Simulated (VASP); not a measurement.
# SiO2 (P4_2/mnm) in VASP: further runs

The runs below take SiO2 through single point, with PBE.

Program: VASP 6.6.1. These are calculated values, not measurements. Logs are shortened: lines on timing, memory, paths and dates and some standing lists are left out, and cuts for length are marked.

### Step 1. The cell of the first run

It takes space group P4_2/mnm (No. 136, tetragonal). Conventional cell: a = 4.132 Å, b = 4.132 Å, c = 2.658 Å, α = 90.00°, β = 90.00°, γ = 90.00°. Si (site symmetry mmm) has 6 O at 1.75 to 1.78 Å within 2.3 Å. Within 2.3 Å of O (site symmetry m2m) lie 3 Si at 1.75 to 1.78 Å and 1 O at 2.28 Å.

### Step 2. Single point, PBE (7.56 Å³/atom)

The input, INCAR:

```
  PREC = Accurate
  ENCUT = 520
  EDIFF = 1E-7
  ISMEAR = 0
  SIGMA = 0.02
  LREAL = F
  LASPH = T
  NELM = 60
  ALGO = Normal
  ISIF = 2
  LWAVE = F
  LCHARG = T
  GGA = PE
  LELF = T
  LVHAR = T
  NBANDS = 25
```

The input, KPOINTS:

```
regular mesh
0
Gamma
  6 6 8
```

The input, POSCAR:

```
SiO2
1.0
    4.1322819037      0.0000000000      0.0000000000
    0.0000000000      4.1322819037      0.0000000000
    0.0000000000      0.0000000000      2.6576438939
Si O
2 4
Direct
    0.0000000000      0.0000000000      0.0000000000
    0.5000000000      0.5000000000      0.5000000000
    0.3045164451      0.3045164451      0.0000000000
    0.1954835549      0.8045164451      0.5000000000
    0.6954835549      0.6954835549      0.0000000000
    0.8045164451      0.1954835549      0.5000000000
```

Potentials or basis: VASP PAW PBE potentials, release 64 (Si, O).

On the command line:

```
$ cat potpaw_PBE.64/Si/POTCAR potpaw_PBE.64/O/POTCAR > POTCAR
$ mpirun -np 1 vasp_std > vasp.out
```

OUTCAR:

```text
PREC = Accurate
   ENCUT = 520
   EDIFF = 1E-7
   ISMEAR = 0
   LREAL = F
   LASPH = T
   NELM = 60
   ISIF = 2
   GGA = PE

 ion  position               nearest neighbor table
   1  0.000  0.000  0.000-   4 1.75   6 1.75   4 1.75   6 1.75   5 1.78   3 1.78
   2  0.500  0.500  0.500-   3 1.75   5 1.75   3 1.75   5 1.75   4 1.78   6 1.78
   3  0.305  0.305  0.000-   2 1.75   2 1.75   1 1.78
   4  0.195  0.805  0.500-   1 1.75   1 1.75   2 1.78
   5  0.695  0.695  0.000-   2 1.75   2 1.75   1 1.78
   6  0.805  0.195  0.500-   1 1.75   1 1.75   2 1.78

  LATTYP: Found a simple tetragonal cell.
 ALAT       =     4.1322819037
 C/A-ratio  =     0.6431419627

  Lattice vectors:

 A1 = (   4.1322819037,   0.0000000000,   0.0000000000)
 A2 = (   0.0000000000,   4.1322819037,   0.0000000000)
 A3 = (   0.0000000000,   0.0000000000,   2.6576438939)

Analysis of symmetry for initial positions (statically):
=====================================================================
 Subroutine PRICEL returns:
 Original cell was already a primitive cell.

 Routine SETGRP: Setting up the symmetry group for a
 simple tetragonal supercell.

 Subroutine GETGRP returns: Found 16 space group operations
 (whereof  8 operations were pure point group operations)
 out of a pool of 16 trial point group operations.

The static configuration has the point symmetry D_2h.
 The point group associated with its full space group is D_4h.

Analysis of symmetry for dynamics (positions and initial velocities):
=====================================================================
 Subroutine PRICEL returns:
 Original cell was already a primitive cell.

 Routine SETGRP: Setting up the symmetry group for a
 simple tetragonal supercell.

 Subroutine GETGRP returns: Found 16 space group operations
 (whereof  8 operations were pure point group operations)
 out of a pool of 16 trial point group operations.

The dynamic configuration has the point symmetry D_2h.
 The point group associated with its full space group is D_4h.

 Subroutine INISYM returns: Found 16 space group operations
 (whereof  8 operations are pure point group operations),
 and found     1 'primitive' translations

----------------------------------------------------------------------------------------

                                     Primitive cell

  volume of cell :      45.3813

  direct lattice vectors                    reciprocal lattice vectors
     4.132281904  0.000000000  0.000000000     0.241997043  0.000000000  0.000000000
     0.000000000  4.132281904  0.000000000     0.000000000  0.241997043  0.000000000
     0.000000000  0.000000000  2.657643894     0.000000000  0.000000000  0.376273135

  length of vectors
     4.132281904  4.132281904  2.657643894     0.241997043  0.241997043  0.376273135

  position of ions in fractional coordinates (direct lattice)
     0.000000000  0.000000000  0.000000000
     0.500000000  0.500000000  0.500000000
     0.304516445  0.304516445  0.000000000
     0.195483555  0.804516445  0.500000000
     0.695483555  0.695483555  0.000000000
     0.804516445  0.195483555  0.500000000

  ion indices of the primitive-cell ions
   primitive index   ion index
                 1           1
                 2           2
                 3           3
                 4           4
                 5           5
                 6           6

----------------------------------------------------------------------------------------

 KPOINTS: regular mesh

Automatic generation of k-mesh.
 Grid dimensions read from file:
 generate k-points for:    6    6    8

 Generating k-lattice:

  Cartesian coordinates                     Fractional coordinates (reciprocal lattice)
     0.040332840  0.000000000  0.000000000     0.166666667  0.000000000  0.000000000
     0.000000000  0.040332840  0.000000000     0.000000000  0.166666667  0.000000000
     0.000000000  0.000000000  0.047034142     0.000000000  0.000000000  0.125000000

  Length of vectors
     0.040332840  0.040332840  0.047034142

  Shift w.r.t. Gamma in fractional coordinates (k-lattice)
     0.000000000  0.000000000  0.000000000

 Subroutine IBZKPT returns following result:
 ===========================================

 Found     50 irreducible k-points:

 Following reciprocal coordinates:
            Coordinates               Weight
  0.000000  0.000000  0.000000      1.000000
  0.166667  0.000000  0.000000      4.000000
  0.333333  0.000000  0.000000      4.000000
  0.500000  0.000000  0.000000      2.000000
  0.166667  0.166667  0.000000      4.000000
  0.333333  0.166667  0.000000      8.000000
[... 16 lines left out ...]
  0.333333  0.000000  0.250000      8.000000
  0.500000  0.000000  0.250000      4.000000
 [... further k-points ...]
   k-points           NKPTS =     50   k-points in BZ     NKDIM =     50   number of bands    NBANDS=     25
   number of dos      NEDOS =    301   number of ions     NIONS =      6
   total plane-waves  NPLWV =  20480
   dimension x,y,z NGX =    32 NGY =   32 NGZ =   20
   dimension x,y,z NGXF=    64 NGYF=   64 NGZF=   40
   ions per type =               2   4
   NGX,Y,Z   is equivalent  to a cutoff of  12.87, 12.87, 12.51 a.u.
   NGXF,Y,Z  is equivalent  to a cutoff of  25.75, 25.75, 25.02 a.u.
 SYSTEM =  unknown system
   PREC   = accura    normal or accurate (medium, high low for compatibility)
   ISTART =      0    job   : 0-new  1-cont  2-samecut
   ICHARG =      2    charge: 1-file 2-atom 10-const
   ISPIN  =      1    spin polarized calculation?
   LNONCOLLINEAR =      F non collinear calculations
   LSORBIT =      F    spin-orbit coupling
   LASPH  =      T    aspherical Exc in radial PAW
   ENCUT  =  520.0 eV  38.22 Ry    6.18 a.u.   7.68  7.68  4.94*2*pi/ulx,y,z
   NELM   =     60;   NELMIN=  2; NELMDL= -5     # of ELM steps
   EDIFF  = 0.1E-06   stopping-criterion for ELM
   LREAL  =      F    real-space projection
   EDIFFG = 0.1E-05   stopping-criterion for IOM
   NSW    =      0    number of steps for IOM
   IBRION =     -1    ionic relax: 0-MD 1-quasi-New 2-CG
   NFREE  =      0    steps in history (QN), initial steepest desc. (CG)
   ISIF   =      2    stress and relaxation
   ISYM   =      2    0-nonsym 1-usesym 2-fastsym
   POTIM  = 0.5000    time-step for ionic-motion
   TEBEG  =    0.0;   TEEND  =   0.0 temperature during run
   PSTRESS=    0.0 pullay stress
   NELECT =      32.0000    total number of electrons
   NUPDOWN=      -1.0000    fix difference up-down
   EMIN   =  10.00;   EMAX   =-10.00  energy-range for DOS
   EFERMI =   0.00;   METHOD = LEGACY
   ISMEAR =     0;   SIGMA  =   0.02  broadening in eV -4-tet -1-fermi 0-gaus
   EFERMI_NEDOS =   21; number of points for ismear=-14 and -15
   IALGO  =     38    algorithm
   IMIX   =      4    mixing-type and parameters
     AMIX     =   0.40;   BMIX     =  1.00
     AMIX_MAG =   1.60;   BMIX_MAG =  1.00
  volume/ion in A,a.u.               =       7.56        51.04
  Fermi-wavevector in a.u.,A,eV,Ry     =   1.457133  2.753583 28.888397  2.123237
  Thomas-Fermi vector in A             =   2.573970
   LORBIT       =      0    0 simple, 1 ext, 2 COOP (PROOUT), +10 PAW based schemes
   GGA     = PE    functional components
   LHFCALC =     F    Hartree Fock is set to
   AEXX    =    0.0000 exact exchange contribution
   IVDW    =     0    specifies the selected vdW correction
   LEPSILON=     F    determine dielectric tensor
   LRPA    =     F    only Hartree local field effects (RPA)
 non-spin polarized calculation
 Gauss-broadening in eV      SIGMA  =   0.02
  energy-cutoff  :      520.00
  volume of cell :       45.38
 maximum number of plane-waves:      1266
 NGX is ok and might be reduce to    32
   NGX = 15   NGY = 15   NGZ =  9

 number of electron      31.9999967 magnetization

 Free energy of the ion-electron system (eV)
  ---------------------------------------------------
  ext. energy  EPLUGINS =         0.00000000
  ---------------------------------------------------
  free energy    TOTEN  =       -46.14894994 eV

  energy without entropy =      -46.14894994  energy(sigma->0) =      -46.14894994

 E-fermi :   8.7362     XC(G=0): -12.4126

 val. band max:        8.6341034154   @ k =   0.0000   0.0000   0.0000
 cond. band min:      14.6230005133   @ k =   0.0000   0.0000   0.0000
 fundamental gap:      5.9888970979
 Fermi energy:         8.7361722419

 k-point     1 :       0.0000    0.0000    0.0000
  band No.  band energies     occupation
      1     -14.2208      2.00000
      2     -10.4660      2.00000
      3     -10.4660      2.00000
      4     -10.1158      2.00000
      5      -2.5149      2.00000
      6       2.0379      2.00000
[... 17 lines left out ...]
     24      23.4440      0.00000
     25      24.8064      0.00000

 k-point     2 :       0.1667    0.0000    0.0000
  band No.  band energies     occupation
      1     -14.0695      2.00000
      2     -11.1214      2.00000
      3     -10.3871      2.00000
      4      -9.7904      2.00000
      5      -2.3073      2.00000
      6       1.2955      2.00000
[... 17 lines left out ...]
     24      22.7923      0.00000
     25      24.5642      0.00000

 k-point     3 :       0.3333    0.0000    0.0000
  band No.  band energies     occupation
      1     -13.6268      2.00000
      2     -12.0505      2.00000
      3     -10.1744      2.00000
      4      -9.7169      2.00000
      5      -1.7398      2.00000
      6       0.1507      2.00000
[... 552 lines left out ...]
 k-point    23 :       0.3333    0.0000    0.2500
  band No.  band energies     occupation
      1     -12.8593      2.00000
      2     -11.4826      2.00000
      3      -9.9108      2.00000
      4      -9.7022      2.00000
      5      -1.2231      2.00000
      6       0.6012      2.00000
[... 17 lines left out ...]
     24      21.7167      0.00000
     25      22.5694      0.00000

 k-point    24 :       0.5000    0.0000    0.2500
  band No.  band energies     occupation
      1     -12.2385      2.00000
      2     -12.2385      2.00000
      3      -9.7723      2.00000
      4      -9.7723      2.00000
      5      -0.2856      2.00000
      6      -0.2856      2.00000
[... 17 lines left out ...]
     24      21.6937      0.00000
     25      22.5364      0.00000

 [... further k-points ...]

------------------------ aborting loop because EDIFF is reached ----------------------------------------

  FORCE on cell =-STRESS in cart. coord.  units (eV):
  Direction    XX          YY          ZZ          XY          YZ          ZX
  --------------------------------------------------------------------------------------
  -------------------------------------------------------------------------------------
  Total        5.3728027      5.3728027      5.5667266      0.0000000      0.0000000      0.0000000
  in kB      189.6857939    189.6857939    196.5322400      0.0000000      0.0000000      0.0000000
  external PRESSURE =     191.9679426 kB  Pullay stress =       0.0000000 kB

 VOLUME and BASIS-vectors are now :
 -----------------------------------------------------------------------------
  energy-cutoff  :      520.00
  volume of cell :       45.38
      direct lattice vectors                 reciprocal lattice vectors
     4.132281904  0.000000000  0.000000000     0.241997043  0.000000000  0.000000000
     0.000000000  4.132281904  0.000000000     0.000000000  0.241997043  0.000000000
     0.000000000  0.000000000  2.657643894     0.000000000  0.000000000  0.376273135

 POSITION                                       TOTAL-FORCE (eV/Angst)
 -----------------------------------------------------------------------------------
      0.00000      0.00000      0.00000         0.000000      0.000000      0.000000
      2.06614      2.06614      1.32882         0.000000      0.000000      0.000000
      1.25835      1.25835      0.00000        -0.008767     -0.008767      0.000000
      0.80779      3.32449      1.32882         0.008767     -0.008767      0.000000
      2.87393      2.87393      0.00000         0.008767      0.008767     -0.000000
      3.32449      0.80779      1.32882        -0.008767      0.008767     -0.000000
 -----------------------------------------------------------------------------------
    total drift:                                0.000000     -0.000000     -0.000000

  FREE ENERGIE OF THE ION-ELECTRON SYSTEM (eV)
  ---------------------------------------------------
  free  energy   TOTEN  =       -46.1489499436 eV

  energy  without entropy=      -46.1489499436  energy(sigma->0) =      -46.14894994
```

It took 1.7 min on 1 thread of Intel Xeon 8259CL, shared host; peak memory 0.17 GiB.

What came out:

```yaml
Free_energy: -46.1489 eV
Pressure: 19.2 GPa
Largest_force: 0.012 eV/Å
Band_gap_on_the_k_mesh: 5.99 eV
```

Forces in eV/Å, atoms in the order of the input:
```
Si   0.000  0.000  0.000
Si   0.000  0.000  0.000
O   -0.009 -0.009  0.000
O    0.009 -0.009  0.000
O    0.009  0.009  0.000
O   -0.009  0.009  0.000
```

Stress tensor (GPa, compression positive):
```
18.97  0.00  0.00
 0.00 18.97  0.00
 0.00  0.00 19.65
```

Caveat: the cell stands under pressure.

### Step 3. Single point, PBE (7.80 Å³/atom)

This run uses another cell than the first one, of 7.80 Å³/atom.

The input, INCAR:

```
SYSTEM = SiO2
PREC = Accurate
ENCUT = 520
EDIFF = 1E-6
ISMEAR = 0
SIGMA = 0.02
LREAL = .FALSE.
LASPH = .TRUE.
NELM = 60
ALGO = Normal
ISIF = 2
LWAVE = .FALSE.
LCHARG = .FALSE.
GGA = PE
NBANDS = 25
```

The input, KPOINTS:

```
regular mesh
0
G
  6 6 8
  0 0 0
```

The input, POSCAR:

```
SiO2
1.0
    4.1835861087      0.0000000000      0.0000000000
    0.0000000000      4.1835861087      0.0000000000
    0.0000000000      0.0000000000      2.6756119493
Si O
2 4
Direct
    0.0000000000      0.0000000000      0.0000000000
    0.5000000000      0.5000000000      0.5000000000
    0.3056429848      0.3056429848      0.0000000000
    0.1943570152      0.8056429848      0.5000000000
    0.6943570152      0.6943570152      0.0000000000
    0.8056429848      0.1943570152      0.5000000000
```

Potentials or basis: VASP PAW PBE potentials, release 64 (Si, O).

On the command line:

```
$ cat potpaw_PBE.64/Si/POTCAR potpaw_PBE.64/O/POTCAR > POTCAR
$ mpirun -np 1 vasp_std > vasp.out
```

Wall time 90 s (1 thread of Intel Xeon 8259CL, shared host); peak memory 0.18 GiB.

Results (log left out):

```
Free energy            : -46.2762 eV
Pressure               : 8.8 GPa
Largest force          : 0.015 eV/Å
Band gap on the k mesh : 5.48 eV
```

Forces in eV/Å, atoms in the order of the input:
```
Si   0.000  0.000  0.000
Si   0.000  0.000  0.000
O   -0.011 -0.011  0.000
O    0.011 -0.011  0.000
O    0.011  0.011  0.000
O   -0.011  0.011  0.000
```

Stress tensor (GPa, compression positive):
```
8.57 0.00 0.00
0.00 8.57 0.00
0.00 0.00 9.24
```

Levels at points of the mesh, in eV from the valence-band top:
```tsv
k point	band 14	band 15	band 16	band 17	band 18	band 19
(0.00, 0.00, 0.00)	-0.88	-0.88	0.00	5.48	6.66	8.42
(0.50, 0.00, 0.00)	-2.68	-1.06	-1.06	7.65	7.65	9.01
(0.50, 0.50, 0.00)	-2.68	-2.26	-2.26	7.35	7.35	10.00
(0.00, 0.00, 0.50)	-3.06	-2.66	-2.66	9.01	9.01	12.58
(0.50, 0.00, 0.50)	-2.27	-1.75	-1.75	8.71	8.71	9.81
(0.50, 0.50, 0.50)	-1.74	-1.55	-1.55	7.09	7.09	11.01
```

Caveat: the cell stands under pressure. A k mesh can miss the band edges.

(Continued in part 2 of 2.)
